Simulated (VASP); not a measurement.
Wanted: the native input for a VASP 6.6.1 run.

- Task: single point
- Functional: PBE
- Potentials or basis: VASP PAW PBE potentials, release 64 (In_d, Cu)
- Cutoff: 520 eV
- k mesh: 10 × 10 × 10
- Occupations: gaussian, width 0.1 eV
- Spin: no spin polarisation
- Dipole correction: no
- Further INCAR settings: ALGO = Fast; EDIFF = 1e-06; NBANDS = 33

The structure of In3Cu lies in POSCAR:

```
In3Cu
1.0
    4.4976159286      0.0000000000      0.0000000000
    0.0000000000      4.4976159286      0.0000000000
    0.0000000000      0.0000000000      4.4976159286
In Cu
3 1
Direct
    0.0000000000      0.5000000000      0.5000000000
    0.5000000000      0.0000000000      0.5000000000
    0.5000000000      0.5000000000      0.0000000000
    0.0000000000      0.0000000000      0.0000000000
```

One way to write it, as run:

INCAR

```
  PREC = Accurate
  ENCUT = 520
  EDIFF = 1E-6
  ISMEAR = 0
  SIGMA = 0.1
  LREAL = F
  LASPH = T
  NELM = 100
  ALGO = Fast
  ISIF = 2
  LWAVE = F
  LCHARG = F
  GGA = PE
  NBANDS = 33
```

KPOINTS

```
regular mesh
0
Gamma
  10 10 10
```

Potentials or basis: VASP PAW PBE potentials, release 64 (In_d, Cu).

Command:

```sh
$ cat potpaw_PBE.64/In_d/POTCAR potpaw_PBE.64/Cu/POTCAR > POTCAR
$ mpirun -np 1 vasp_std > vasp.out
```

It gave:

```yaml
Pressure: 0.0 GPa
Band_gap_on_the_k_mesh: zero (band 25 reaches 9.69 eV, above the bottom of band 26 at 5.59 eV)
```

Caveat: spin-orbit coupling is left out, which moves the levels of the heavy elements.

Wall time 110 s on 1 thread of Intel(R) Xeon(R) 6975P-C (Granite Rapids) (shared host), peak memory 0.3 GiB.
